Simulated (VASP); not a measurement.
# Cu (Fm-3m) in VASP: further runs, part 2 of 2

VASP 6.6.1. Earlier steps stand in the parts before.

### Step 3. Single point, PBE

This run uses another cell than the first one, of 12.68 Å³/atom, 1.019 times its volume.

Input file INCAR:

```
PREC = Accurate
ENCUT = 520
EDIFF = 1E-7
ISMEAR = -1
SIGMA = 0.06122561905347299
LREAL = F
LASPH = T
NELM = 60
ALGO = Normal
ISIF = 2
LWAVE = F
LCHARG = F
GGA = PE
NBANDS = 12
```

Input file KPOINTS:

```
regular mesh
0
Gamma
  26 26 26
```

Input file POSCAR:

```
Cu
1.0
    0.0000000000      1.8507327566      1.8507327566
    1.8507327566      0.0000000000      1.8507327566
    1.8507327566      1.8507327566      0.0000000000
Cu
1
Direct
    0.0000000000      0.0000000000      0.0000000000
```

Potentials or basis: VASP PAW PBE potentials, release 64 (Cu).

On the command line:

```console
$ cat potpaw_PBE.64/Cu/POTCAR > POTCAR
$ mpirun -np 1 vasp_std > vasp.out
```

It took 47 s on 1 thread of Intel Xeon Platinum 8488C (Sapphire Rapids), shared host; peak memory 0.18 GiB.

It converged, with:

| Property | Result |
| --- | --- |
| Free energy | -3.7158 eV |
| Pressure | -6.6 GPa |

Levels at points of the mesh, in eV from the Fermi level:
| k point | band 4 | band 5 | band 6 | band 7 | band 8 | band 9 |
| --- | --- | --- | --- | --- | --- | --- |
| (0.00, 0.00, 0.00) | -2.84 | -2.10 | -2.10 | 22.00 | 24.11 | 24.11 |
| (0.50, 0.00, 0.00) | -1.59 | -1.59 | -0.82 | 3.39 | 20.53 | 20.97 |
| (0.50, 0.50, 0.00) | -1.46 | -1.46 | 1.53 | 6.61 | 12.52 | 12.52 |

### Step 4. Single point, PBE

This run uses another cell than the first one, of 12.68 Å³/atom, 1.019 times its volume.

Input file INCAR:

```
SYSTEM = Cu
ALGO = Normal ; EDIFF = 1E-7
ENCUT = 520 ; GGA = PE
ISIF = 2 ; ISMEAR = -1
LASPH = .TRUE. ; LCHARG = .FALSE.
LREAL = .FALSE. ; LWAVE = .FALSE.
NBANDS = 12 ; NELM = 80
PREC = Accurate ; SIGMA = 0.06122561905347299
```

Input file KPOINTS:

```
k-points
0
G
  26 26 26
  0 0 0
```

POSCAR is that of step 3.

Potentials or basis: VASP PAW PBE potentials, release 64 (Cu).

On the command line:

```console
$ cat potpaw_PBE.64/Cu/POTCAR > POTCAR
$ mpirun -np 1 vasp_std > vasp.out
```

OUTCAR:

```text
SYSTEM = Cu
   EDIFF = 1E-7
   ENCUT = 520
   GGA = PE
   ISIF = 2
   ISMEAR = -1
   LASPH = .TRUE.
   LREAL = .FALSE.
   NELM = 80
   PREC = Accurate

 ion  position               nearest neighbor table
   1  0.000  0.000  0.000-

  LATTYP: Found a face centered cubic cell.
 ALAT       =     3.7014655132

  Lattice vectors:

 A1 = (   0.0000000000,   1.8507327566,   1.8507327566)
 A2 = (   1.8507327566,   0.0000000000,   1.8507327566)
 A3 = (   1.8507327566,   1.8507327566,   0.0000000000)

Analysis of symmetry for initial positions (statically):
[... 530 lines left out ...]
      7      13.3926      0.00000
      8      26.9051      0.00000
      9      27.2639      0.00000
     10      28.3806      0.00000
     11      31.5831      0.00000
     12      32.6957      0.00000

 [... further k-points ...]
[... 5 lines left out ...]
  --------------------------------------------------------------------------------------
  -------------------------------------------------------------------------------------
  Total       -0.5224549     -0.5224549     -0.5224549      0.0000000     -0.0000000      0.0000000
  in kB      -66.0234530    -66.0234530    -66.0234530      0.0000000     -0.0000000      0.0000000
  external PRESSURE =     -66.0234530 kB  Pullay stress =       0.0000000 kB

 VOLUME and BASIS-vectors are now :
 -----------------------------------------------------------------------------
  energy-cutoff  :      520.00
  volume of cell :       12.68
      direct lattice vectors                 reciprocal lattice vectors
     0.000000000  1.850732757  1.850732757    -0.270163263  0.270163263  0.270163263
     1.850732757  0.000000000  1.850732757     0.270163263 -0.270163263  0.270163263
     1.850732757  1.850732757  0.000000000     0.270163263  0.270163263 -0.270163263

 POSITION                                       TOTAL-FORCE (eV/Angst)
 -----------------------------------------------------------------------------------
      0.00000      0.00000      0.00000        -0.000000      0.000000     -0.000000
 -----------------------------------------------------------------------------------
    total drift:                                0.000000      0.000000      0.000000

  FREE ENERGIE OF THE ION-ELECTRON SYSTEM (eV)
  ---------------------------------------------------
  free  energy   TOTEN  =        -3.7158239999 eV

  energy  without entropy=       -3.7125544192  energy(sigma->0) =       -3.71418921
```

Wall time 50 s (1 thread of Intel Xeon Platinum 8488C (Sapphire Rapids), shared host); peak memory 0.18 GiB.

Results:

```
Free energy : -3.7158 eV
Pressure    : -6.6 GPa
```

### Step 5. Single point, PBE

This run uses another cell than the first one, of 11.24 Å³/atom, 0.904 times its volume.

Input file INCAR:

```
SYSTEM = Cu
  PREC = Accurate
  ENCUT = 520
  EDIFF = 1E-6
  ISMEAR = -1
  SIGMA = 0.06122561905347299
  LREAL = .FALSE.
  LASPH = .TRUE.
  NELM = 60
  ALGO = Normal
  ISIF = 2
  LWAVE = .FALSE.
  LCHARG = .FALSE.
  GGA = PE
  NBANDS = 12
```

Input file KPOINTS:

```
regular mesh
0
G
  52 52 52
  0 0 0
```

Input file POSCAR:

```
Cu
1.0
    0.0000000000      1.7780789525      1.7780789525
    1.7780789525      0.0000000000      1.7780789525
    1.7780789525      1.7780789525      0.0000000000
Cu
1
Direct
    0.0000000000      0.0000000000      0.0000000000
```

Potentials or basis: VASP PAW PBE potentials, release 64 (Cu).

On the command line:

```console
$ cat potpaw_PBE.64/Cu/POTCAR > POTCAR
$ mpirun -np 1 vasp_std > vasp.out
```

OUTCAR:

```text
SYSTEM = Cu
   PREC = Accurate
   ENCUT = 520
   EDIFF = 1E-6
   ISMEAR = -1
   LREAL = .FALSE.
   LASPH = .TRUE.
   NELM = 60
   ISIF = 2
   GGA = PE

 ion  position               nearest neighbor table
   1  0.000  0.000  0.000-

  LATTYP: Found a face centered cubic cell.
 ALAT       =     3.5561579050

  Lattice vectors:

 A1 = (   0.0000000000,   1.7780789525,   1.7780789525)
 A2 = (   1.7780789525,   0.0000000000,   1.7780789525)
 A3 = (   1.7780789525,   1.7780789525,   0.0000000000)

Analysis of symmetry for initial positions (statically):
[... 530 lines left out ...]
      7      13.0800      0.00000
      8      29.7662      0.00000
      9      31.0839      0.00000
     10      31.0839      0.00000
     11      34.2224      0.00000
     12      34.2224      0.00000

 [... further k-points ...]
[... 5 lines left out ...]
  --------------------------------------------------------------------------------------
  -------------------------------------------------------------------------------------
  Total        0.7466567      0.7466567      0.7466567      0.0000000      0.0000000     -0.0000000
  in kB      106.4016615    106.4016615    106.4016615      0.0000000      0.0000000     -0.0000000
  external PRESSURE =     106.4016615 kB  Pullay stress =       0.0000000 kB

 VOLUME and BASIS-vectors are now :
 -----------------------------------------------------------------------------
  energy-cutoff  :      520.00
  volume of cell :       11.24
      direct lattice vectors                 reciprocal lattice vectors
     0.000000000  1.778078953  1.778078953    -0.281202361  0.281202361  0.281202361
     1.778078953  0.000000000  1.778078953     0.281202361 -0.281202361  0.281202361
     1.778078953  1.778078953  0.000000000     0.281202361  0.281202361 -0.281202361

 POSITION                                       TOTAL-FORCE (eV/Angst)
 -----------------------------------------------------------------------------------
      0.00000      0.00000      0.00000        -0.000000      0.000000      0.000000
 -----------------------------------------------------------------------------------
    total drift:                                0.000000      0.000000      0.000000

  FREE ENERGIE OF THE ION-ELECTRON SYSTEM (eV)
  ---------------------------------------------------
  free  energy   TOTEN  =        -3.7057057260 eV

  energy  without entropy=       -3.7020328908  energy(sigma->0) =       -3.70386931
```

stdout:

```text
POSCAR found type information on POSCAR Cu
 POSCAR found :  1 types and       1 ions
 scaLAPACK will be used
 LDA part: xc-table for (Slater+PW92), standard interpolation
 POSCAR, INCAR and KPOINTS ok, starting setup
 FFT: planning ... GRIDC
 FFT: planning ... GRID_SOFT
 FFT: planning ... GRID
 WAVECAR not read
 entering main loop
```

Wall time 5.2 min (1 thread of Intel Xeon Platinum 8488C (Sapphire Rapids), shared host); peak memory 0.54 GiB.

Results:

| Item | Value |
| --- | --- |
| Free energy | -3.7057 eV |
| Pressure | 10.6 GPa |

### Step 6. Single point, r2SCAN

This run uses another cell than the first one, of 11.36 Å³/atom, 0.913 times its volume.

Input file POSCAR:

```
Cu
1.0
    0.0000000000      1.7843619692      1.7843619692
    1.7843619692      0.0000000000      1.7843619692
    1.7843619692      1.7843619692      0.0000000000
Cu
1
Direct
    0.0000000000      0.0000000000      0.0000000000
```

Input file INCAR.step1:

```
PREC = Accurate ; ENCUT = 520
ISMEAR = -1 ; SIGMA = 0.1
LREAL = F ; LASPH = T
NELM = 60 ; NBANDS = 12
GGA = PE ; ALGO = Normal
EDIFF = 1E-4 ; LWAVE = T
LCHARG = F
```

Input file INCAR.step2:

```
PREC = Accurate ; ENCUT = 520
EDIFF = 1E-7 ; ISMEAR = -1
SIGMA = 0.1 ; LREAL = F
LASPH = T ; NELM = 60
ALGO = Normal ; ISIF = 2
LWAVE = F ; LCHARG = F
METAGGA = R2SCAN ; LMIXTAU = T
NBANDS = 12 ; ISTART = 1
```

Input file KPOINTS:

```
regular mesh
0
Gamma
  16 16 16
```

Potentials or basis: VASP PAW PBE potentials, release 64 (Cu).

On the command line:

```console
$ cat potpaw_PBE.64/Cu/POTCAR > POTCAR
$ cp INCAR.step1 INCAR
$ mpirun -np 1 vasp_std > vasp.out
$ cp INCAR.step2 INCAR
$ mpirun -np 1 vasp_std > vasp.out
```

Run time: 49 s. Hardware: 1 thread of Intel Xeon 6975P-C, shared host; peak memory 0.14 GiB.

It converged, with:

- Free energy: -10.8305 eV
- Pressure: 1.8 GPa

Levels at points of the mesh, in eV from the Fermi level:
```
           k point  band 2  band 3  band 4  band 5  band 6  band 7  band 8  band 9  band 10  band 11
(0.00, 0.00, 0.00)   -3.24   -3.24   -3.24   -2.37   -2.37   23.72   27.06   27.06    27.06    29.49
(0.50, 0.00, 0.00)   -3.29   -3.29   -1.75   -1.75   -1.14    4.19   22.21   23.79    23.79    26.66
(0.50, 0.50, 0.00)   -4.77   -1.78   -1.59   -1.59    1.58    7.73   14.10   14.10    18.55    21.84
```

Caveat: the PAW data sets were made with another functional, which shifts forces and pressure a little.

### Step 7. Overview

| level | cell | k mesh | smearing | gap on the mesh (eV) | pressure (GPa) |
| --- | --- | --- | --- | --- | --- |
| PBE | a = 2.601 Å, angles 60.0°, 1 atom | 26 × 26 × 26 | fermi-dirac 0.0612256 eV | none | -4.5 |
| PBE | a = 2.617 Å, angles 60.0°, 1 atom | 26 × 26 × 26 | fermi-dirac 0.0612256 eV | none | -6.6 |
| PBE | a = 2.515 Å, angles 60.0°, 1 atom | 52 × 52 × 52 | fermi-dirac 0.0612256 eV | none | 10.6 |
| r2SCAN | a = 2.523 Å, angles 60.0°, 1 atom | 16 × 16 × 16 | fermi-dirac 0.1 eV | none | 1.8 |

Alike in all rows: task single point; potentials or basis VASP PAW PBE potentials, release 64 (Cu); no spin polarisation; cutoff (eV) 520.

Caveats: the PAW data sets were made with another functional, which shifts forces and pressure a little (some runs).

Total energies depend on the potentials used, so only differences within one code and one set of settings carry meaning.
